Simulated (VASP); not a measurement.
**KF: single point with PBE**

Crystal: KF.

```
CELL_PARAMETERS angstrom
0.00000 2.71033 2.71033
2.71033 0.00000 2.71033
2.71033 2.71033 0.00000
ATOMIC_POSITIONS crystal
K 0.00000 0.00000 0.00000
F 0.50000 0.50000 0.50000
```

```json
{
 "Program": "VASP 6.6.1",
 "Task": "single point",
 "Functional": "PBE",
 "Potentials or basis": "VASP PAW PBE potentials, release 64 (K_sv, F)",
 "Cutoff": "520 eV",
 "k mesh": "8 × 8 × 8",
 "Occupations": "fermi-dirac, width 0.02 eV",
 "Spin": "no spin polarisation",
 "Dipole correction": "no",
 "Further INCAR settings": "ALGO = Normal; EDIFF = 1e-07; NBANDS = 15"
}
```

```
Pressure               : 0.0 GPa
Band gap on the k mesh : 5.95 eV, direct
```

Levels at points of the mesh, in eV from the valence-band top:
```csv
k point,band 6,band 7,band 8,band 9,band 10,band 11
"(0.00, 0.00, 0.00)",0.00,0.00,0.00,5.95,10.56,10.56
"(0.50, 0.00, 0.00)",-0.75,-0.31,-0.31,8.89,10.29,11.87
"(0.50, 0.50, 0.00)",-0.23,-0.07,-0.07,8.16,10.07,11.47
```

Wall time 18 s on 1 thread of Intel(R) Xeon(R) Platinum 8488C (Sapphire Rapids), with other jobs on the host, peak memory 0.17 GiB.

A k mesh can miss the band edges. A hybrid or GW would open this gap; PBE tends to underestimate it.
